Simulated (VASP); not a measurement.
# Ta2N: single point with PBEsol

Crystal: Ta2N.

```
Ta N
1.0
     3.07862    0.00000    0.00000
    -1.53931    2.66616    0.00000
     0.00000    0.00000    4.82326
Ta N
2 1
Direct
  0.66667 0.33333 0.72552
  0.33333 0.66667 0.25374
  0.00000 0.00000 0.00000
```

This cell differs from its parent crystal: atom 1 (Ta) moved by (+0.000, -0.100) A along [1 1 0] and z.

- Program: VASP 6.6.1
- Task: single point
- Functional: PBEsol
- Potentials or basis: VASP PAW PBE potentials, release 64 (Ta_pv, N)
- Cutoff: 520 eV
- k mesh: 18 × 18 × 10
- Occupations: gaussian, width 0.15 eV
- Spin: no spin polarisation
- Dipole correction: no
- Further INCAR settings: ALGO = Normal; EDIFF = 1e-06; NBANDS = 20

```json
{
 "Pressure": "-1.0 GPa",
 "Largest force": "1.712 eV/Å"
}
```

Forces on the atoms (eV/Å):
```
Ta   0.000  0.000  1.712
Ta   0.000  0.000 -0.952
N    0.000  0.000 -0.759
```

Stress tensor (GPa, compression positive):
```
-2.18  0.00  0.00
 0.00 -2.18  0.00
 0.00  0.00  1.48
```

Levels at points of the mesh, in eV from the Fermi level:
```csv
k point,band 11,band 12,band 13,band 14,band 15,band 16
"(0.00, 0.00, 0.00)",-5.00,-0.73,-0.30,-0.30,0.15,0.45
"(0.50, 0.00, 0.00)",-4.75,-2.69,-1.23,1.67,1.93,4.07
"(0.00, 0.00, 0.50)",-3.32,-2.35,-1.14,-1.14,1.91,2.34
"(0.50, 0.00, 0.50)",-3.26,-2.18,-2.06,-0.68,0.46,3.64
```

Wall time 93 s on 1 thread of Intel(R) Xeon(R) Platinum 8488C (Sapphire Rapids), on a shared host, peak memory 0.34 GiB.

Caveat: the cell differs from its parent crystal (atom 1 (Ta) moved by (+0.000, -0.100) A along [1 1 0] and z); the PAW data sets were made with another functional, which shifts forces and pressure a little; spin-orbit coupling is left out, which moves the levels of the heavy elements.
